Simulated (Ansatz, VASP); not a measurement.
AlGa3As4: VASP beside Ansatz

```xyz
8
Lattice="4.0126 0.0000 0.0000 0.0000 8.0207 0.0000 0.0000 0.0000 5.6643" Properties=species:S:1:pos:R:3 pbc="T T T"
Al    0.0000    0.0000    0.0054
As    2.0063    0.0000    1.4158
As    0.0000    2.0042    4.2496
As    2.0063    4.0104    1.4119
As    0.0000    6.0166    4.2496
Ga    2.0063    2.0095    2.8324
Ga    0.0000    4.0104   -0.0040
Ga    2.0063    6.0112    2.8324
```

Alike in both runs: task single point; functional r2SCAN; k mesh 6 × 4 × 4; no spin polarisation.

```csv
,VASP,Ansatz
version,VASP 6.6.1,Ansatz 0.2.0
potentials or method,"VASP PAW PBE potentials, release 64 (Al, As, Ga_d)","plane waves, PAW"
plane-wave cutoff (eV),520,500
occupations,"gaussian, width 0.01 eV",fixed
valence electrons in the cell,62,102
```

Ansatz gave:

```
gap on the k mesh at the Fermi level (eV) : 1.31
pressure (GPa)                            : 0.0
rms of the force components (eV/Å)        : 0.001
```

Q: Which values does VASP return?

A: gap on the k mesh at the Fermi level (eV): 1.29; pressure (GPa): 0.0; rms of the force components (eV/Å): 0.006.

VASP's potentials were made for PBE, not for r2SCAN. VASP's potentials hold 62 valence electrons a cell and Ansatz's 102, so a difference there can come from the potentials and not from the codes.
